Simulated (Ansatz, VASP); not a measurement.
## Ru: VASP beside Ansatz

File INCAR:

```
PREC = Accurate
ENCUT = 520
EDIFF = 1E-7
ISMEAR = 0
SIGMA = 0.05
LREAL = F
LASPH = T
NELM = 100
ALGO = Fast
ISIF = 2
LWAVE = F
LCHARG = F
GGA = PE
NBANDS = 21
```

Contents of KPOINTS:

```
regular mesh
0
Gamma
  15 15 8
```

File POSCAR:

```
Ru
1.0
    2.7058000000      0.0000000000      0.0000000000
   -1.3529000000      2.3432915376      0.0000000000
    0.0000000000      0.0000000000      4.2819000000
Ru
2
Direct
    0.3333333333      0.6666666667      0.2500000000
    0.6666666667      0.3333333333      0.7500000000
```

Input for Ansatz:

```yaml
crystal:
  lattice:
    - [2.7058, 0.0, 0.0]
    - [-1.3529, 2.3432915376, 0.0]
    - [0.0, 0.0, 4.2819]
  atoms:
    - { symbol: Ru, position: [0.3333333333, 0.6666666667, 0.25] }
    - { symbol: Ru, position: [0.6666666667, 0.3333333333, 0.75] }
basis:
  ecutwfc: 420
  fft_grid_basis: typed
kpoints:
  mp_grid: { grid: [15, 15, 8] }
hamiltonian:
  xc: pbe
scf:
  occupations: { method: gaussian, width: 0.05 }
output:
  forces: true
  stress: true
  eigenvalues: true
  bader: true
  write_density: true
  volumetric_format: npy
  elf: true
```

Alike in both runs: task single point; functional PBE; k mesh 15 × 15 × 8; occupations gaussian, width 0.05 eV; no spin polarisation.

```csv
,VASP,Ansatz
version,VASP 6.6.1,Ansatz 0.2.0
potentials or method,"VASP PAW PBE potentials, release 64 (Ru_pv), cutoff 520 eV","scalar-relativistic, plane waves, PAW"
valence electrons in the cell,28,32
```

|  | VASP | Ansatz | Ansatz less VASP |
| --- | --- | --- | --- |
| gap on the k mesh at the Fermi level (eV) | none | none | - |
| pressure (GPa) | 4.4 | 4.4 | +0.07 |
| traceless stress, the component that is largest in VASP (GPa) | -0.34 | -0.36 | -0.018 |

A gap of «none» marks a metal or a gap that the smearing closes. VASP's potentials hold 28 valence electrons a cell and Ansatz's 32, so a difference there can come from the potentials and not from the codes.
